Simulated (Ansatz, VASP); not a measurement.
## One calculation of Ag3B, two programs

```
CELL_PARAMETERS angstrom
3.95283 0.00000 0.00000
0.00000 3.95283 0.00000
0.00000 0.00000 3.95283
ATOMIC_POSITIONS crystal
Ag 0.50000 0.50000 0.00000
Ag 0.50000 0.00000 0.50000
Ag 0.00000 0.50000 0.50000
B 0.00000 0.00000 0.00000
```

Change from the starting cell: species swapped into the VIr3 type (Pm-3m, No. 221).

Alike in both runs: functional PBE; k mesh 4 × 4 × 4; occupations gaussian, width 0.1 eV; no spin polarisation.

Ansatz relaxed the structure, and its values are those at the end. VASP's run is a single point on that final structure, the one shown.

|  | VASP | Ansatz |
| --- | --- | --- |
| version | VASP 6.6.1 | Ansatz 0.2.0 |
| potentials or method | VASP PAW PBE potentials, release 64 (Ag, B), cutoff 520 eV | scalar-relativistic, plane waves, PAW |
| valence electrons in the cell | 36 | 60 |

```tsv
	VASP	Ansatz	Ansatz less VASP
gap on the k mesh at the Fermi level (eV)	none	none	-
pressure (GPa)	-0.2	0.0	+0.19
```

A gap of «none» marks a metal or a gap that the smearing closes. The functional is the same, so the differences come from potentials, cutoffs and numerics. VASP's potentials hold 36 valence electrons a cell and Ansatz's 60, so a difference there can come from the potentials and not from the codes.

The k mesh is coarse, so the values compare programs but aren't converged.
